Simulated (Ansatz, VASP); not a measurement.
**Ir in VASP and in Ansatz**

File INCAR:

```
PREC = Accurate ; ENCUT = 520
EDIFF = 1E-8 ; ISMEAR = -1
SIGMA = 0.05 ; LREAL = F
LASPH = T ; NELM = 60
ALGO = Normal ; ISIF = 2
LWAVE = F ; LCHARG = F
GGA = PS ; LEFG = T
NBANDS = 10
```

KPOINTS

```
Automatic mesh
0
Gamma
  15 15 15
```

Contents of POSCAR:

```
Ir
1.0
    0.0191970000      1.9292985000      1.9292985000
    1.9292985000      0.0191970000      1.9292985000
    1.9292985000      1.9292985000      0.0191970000
Ir
1
Direct
    0.0000000000      0.0000000000      0.0000000000
```

Input for Ansatz:

```yaml
crystal:
  lattice:
    - [0.019197, 1.9292985, 1.9292985]
    - [1.9292985, 0.019197, 1.9292985]
    - [1.9292985, 1.9292985, 0.019197]
  atoms:
    - { symbol: Ir, position: [0.0, 0.0, 0.0] }
kpoints:
  mp_grid: { grid: [15, 15, 15] }
scf:
  occupations: { method: fermi_dirac, width: 0.05 }
hamiltonian:
  xc: pbesol
  pseudopotentials: { kind: all_electron, datasets: crystal }
output:
  forces: true
  stress: true
  eigenvalues: true
  efg: { contact_densities: true }
```

Change from the starting cell: equal xy, yz and zx shear strains of +1 %, crystal datasets.

Alike in both runs: task electric field gradients; functional PBEsol; k mesh 15 × 15 × 15; occupations fermi-dirac, width 0.05 eV; no spin polarisation.

```csv
,VASP,Ansatz
version,VASP 6.6.1,Ansatz 0.2.0
potentials or method,"VASP PAW PBE potentials, release 64 (Ir), cutoff 520 eV","all-electron PAW with datasets made for the crystal, scalar-relativistic"
```

Ansatz gave:

| Item | Value |
| --- | --- |
| pressure (GPa) | -2.7 |
| traceless stress, the component that is largest in VASP (GPa) | -2.79 |
| size of Vzz on the site where it differs most (V/Å²) | 17.9 |

Problem. Estimate VASP's values.

Solution. Pressure (GPa): -1.7; traceless stress, the component that is largest in VASP (GPa): -2.80; size of Vzz on the site where it differs most (V/Å²): 25.6.

VASP's potentials were made for PBE, not for PBEsol. Ansatz ran all-electron here, and VASP with PAW potentials.

Spin-orbit coupling is off throughout.
